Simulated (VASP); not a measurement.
# GeCl3: single point with PBE

GeCl3:

```xyz
4
Lattice="4.9064 0.0000 0.0000 0.0000 4.9064 0.0000 0.0000 0.0000 4.9064" Properties=species:S:1:pos:R:3 pbc="T T T"
Ge    2.4532    2.4532    2.4532
Cl    0.0000    2.4532    2.4532
Cl    2.4532    0.0000    2.4532
Cl    2.4532    2.4532    0.0000
```

The cell was generated, and may not be a known phase.

```yaml
Program: VASP 6.6.1
Task: single point
Functional: PBE
Potentials_or_basis: VASP PAW PBE potentials, release 64 (Ge_d, Cl)
Cutoff: 520 eV
k_mesh: 4 × 4 × 4
Occupations: gaussian, width 0.1 eV
Spin: no spin polarisation
```

* Pressure: 0.0 GPa
* Band gap on the k mesh: zero (an odd number of electrons rules out a gap without spin polarisation)

Levels at points of the mesh, in eV from the Fermi level:
```
           k point  band 13  band 14  band 15  band 16  band 17  band 18  band 19  band 20  band 21  band 22
(0.00, 0.00, 0.00)    -1.55    -1.55    -1.55    -1.51    -1.51    -1.51     5.83     7.58     7.58     7.58
(0.50, 0.00, 0.00)    -1.97    -1.97    -1.71    -1.52    -1.52    -0.34     3.59     7.63     7.63     7.85
(0.50, 0.50, 0.00)    -2.16    -2.16    -1.94    -1.94    -0.80     1.25     3.01     3.01     6.98     8.36
(0.50, 0.50, 0.50)    -2.52    -2.52    -0.79    -0.79    -0.79     2.33     2.33     2.33     2.79     6.82
```

Run time: 49 s on 1 thread of Oxide Virtual Turin-like Processor, on a shared host, peak memory 0.17 GiB.

Caveat: an odd number of electrons without spin polarisation forces a metal; a magnetic or distorted state may lie lower.
